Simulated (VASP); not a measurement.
# Y: relaxation of shape and atoms at fixed volume with PBE

Crystal: Y.

```
Y
1.0
    -2.29306    2.29306    1.25585
     2.29306   -2.29306    1.25585
     2.29306    2.29306   -1.25585
Y
2
Cartesian
  0.0000 -1.1465 -0.3140
  0.0000 1.1465 0.3140
```

```json
{
 "Program": "VASP 6.6.1",
 "Task": "relaxation of shape and atoms at fixed volume",
 "Functional": "PBE",
 "Potentials or basis": "VASP PAW PBE potentials, release 64 (Y_sv)",
 "Cutoff": "600 eV",
 "k mesh": "14 × 14 × 14",
 "Occupations": "fermi-dirac, width 0.08 eV",
 "Spin": "no spin polarisation",
 "Dipole correction": "no",
 "Further INCAR settings": "ALGO = Normal; EDIFF = 1e-06; IBRION = 2; EDIFFG = -0.005; NSW = 50; ISIF = 4"
}
```

```yaml
Energy_gained_by_relaxing: 89.6 meV/atom
Ionic_steps: 19
Pressure_after_relaxing: 150.1 GPa
Band_gap_on_the_k_mesh: zero (bands 11 and 12 overlap by 4.00 eV)
```

The path:
```csv
step,energy change (eV),largest force (eV/Å),pressure (GPa),volume (Å³)
1,0.0000,0.0000,149.69,26.41
2,-0.1472,0.0000,151.37,26.41
3,-0.1791,0.0000,150.16,26.41
4,-0.1792,0.0000,150.15,26.41
5,-0.1792,0.0000,150.13,26.41
6,-0.1792,0.0000,150.13,26.41
7,-0.1792,0.0000,150.13,26.41
8,-0.1792,0.0000,150.13,26.41
9,-0.1792,0.0000,150.13,26.41
10,-0.1792,0.0000,150.13,26.41
11,-0.1792,0.0000,150.13,26.41
12,-0.1792,0.0000,150.13,26.41
13,-0.1792,0.0000,150.13,26.41
14,-0.1792,0.0000,150.13,26.41
15,-0.1792,0.0000,150.13,26.41
16,-0.1792,0.0000,150.14,26.41
17,-0.1792,0.0000,150.14,26.41
18,-0.1792,0.0000,150.15,26.41
19,-0.1792,0.0000,150.15,26.41
```

Final structure:
```
CELL_PARAMETERS angstrom
-2.22626 2.22626 1.33233
2.22626 -2.22626 1.33233
2.22626 2.22626 -1.33233
ATOMIC_POSITIONS crystal
Y 0.62500 0.87500 0.75000
Y 0.37500 0.12500 0.25000
```

Levels at points of the mesh, in eV from the Fermi level:
```csv
k point,band 7,band 8,band 9,band 10,band 11,band 12,band 13,band 14,band 15
"(0.00, 0.00, 0.00)",-19.22,-19.22,-6.63,-3.51,-1.39,-0.81,1.04,3.69,3.69
"(0.50, 0.00, 0.00)",-20.80,-19.31,-4.20,-3.41,-1.04,1.91,2.40,4.81,5.64
"(0.50, 0.50, 0.00)",-19.83,-19.83,-2.78,-2.78,0.24,0.24,3.38,3.38,6.91
"(0.50, 0.50, 0.50)",-18.12,-18.12,-1.78,-1.78,2.28,2.28,3.80,3.80,5.52
```

Wall time 15 min on 1 thread of AMD EPYC 7R13, with other jobs on the host, peak memory 0.25 GiB.
